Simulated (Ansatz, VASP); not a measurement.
Two plane-wave programs on BaS

The input POSCAR:

```
BaS
1.0
    5.3818557578      0.0000000000      0.0000000000
   -2.6909278789      4.6608238058      0.0000000000
    0.0000000000      0.0000000000      6.3833224162
Ba S
2 2
Direct
    0.3333333333      0.6666666667     -0.0625000000
    0.6666666667      0.3333333333      0.4375000000
    0.3333333333      0.6666666667      0.4375000000
    0.6666666667      0.3333333333      0.9375000000
```

The input INCAR.step1:

```
SYSTEM = BaS
PREC = Accurate ; ENCUT = 520
ISMEAR = 0 ; SIGMA = 0.01
LREAL = .False. ; LASPH = .True.
NELM = 80 ; NBANDS = 24
GGA = PE ; ALGO = Normal
EDIFF = 1E-4 ; LWAVE = .True.
LCHARG = .False.
```

File INCAR.step2:

```
SYSTEM = BaS
PREC = Accurate ; ENCUT = 520
EDIFF = 1E-7 ; ISMEAR = 0
SIGMA = 0.01 ; LREAL = .False.
LASPH = .True. ; NELM = 80
ALGO = Normal ; ISIF = 2
LWAVE = .False. ; LCHARG = .True.
METAGGA = R2SCAN ; LMIXTAU = .True.
LELF = .True. ; LVHAR = .True.
NBANDS = 24 ; ISTART = 1
```

The input KPOINTS:

```
regular mesh
0
Gamma
  6 6 4
  0 0 0
```

Input for Ansatz:

```yaml
crystal:
  lattice:
    - [5.3818557578, 0.0, 0.0]
    - [-2.6909278789, 4.6608238058, 0.0]
    - [0.0, 0.0, 6.3833224162]
  atoms:
    - { symbol: Ba, position: [0.3333333333, 0.6666666667, -0.0625] }
    - { symbol: Ba, position: [0.6666666667, 0.3333333333, 0.4375] }
    - { symbol: S, position: [0.3333333333, 0.6666666667, 0.4375] }
    - { symbol: S, position: [0.6666666667, 0.3333333333, 0.9375] }
kpoints:
  mp_grid: { grid: [6, 6, 4] }
  band_path:
    path:
      - [0.0, 0.0, 0.0]
      - [0.5, 0.0, 0.0]
      - [0.3333333333, 0.3333333333, 0.0]
      - [0.0, 0.0, 0.5]
      - [0.5, 0.0, 0.5]
      - [0.3333333333, 0.3333333333, 0.5]
    npoints: 1
hamiltonian:
  xc: r2scan
scf:
  occupations: { method: fixed }
  n_extra_bands: 5
output:
  forces: true
  stress: true
  eigenvalues: true
  write_density: true
  write_potential: true
  elf: true
  volumetric_format: npy
```

Alike in both runs: task single point; functional r2SCAN; k mesh 6 × 6 × 4; no spin polarisation.

|  | VASP | Ansatz |
| --- | --- | --- |
| version | VASP 6.6.1 | Ansatz 0.2.0 |
| potentials or method | VASP PAW PBE potentials, release 64 (Ba_sv, S) | plane waves, PAW |
| plane-wave cutoff (eV) | 520 | 500 |
| occupations | gaussian, width 0.01 eV | fixed |
| valence electrons in the cell | 32 | 32 |

Ansatz gave:

```
gap on the k mesh at the Fermi level (eV)                     : 2.90
pressure (GPa)                                                : 0.0
traceless stress, the component that is largest in VASP (GPa) : -0.02
```

Task: Which values does VASP return?

Result: gap on the k mesh at the Fermi level (eV): 2.82; pressure (GPa): 0.4; traceless stress, the component that is largest in VASP (GPa): 0.06.

VASP's potentials were made for PBE, not for r2SCAN.

Neither program's run includes spin-orbit coupling.
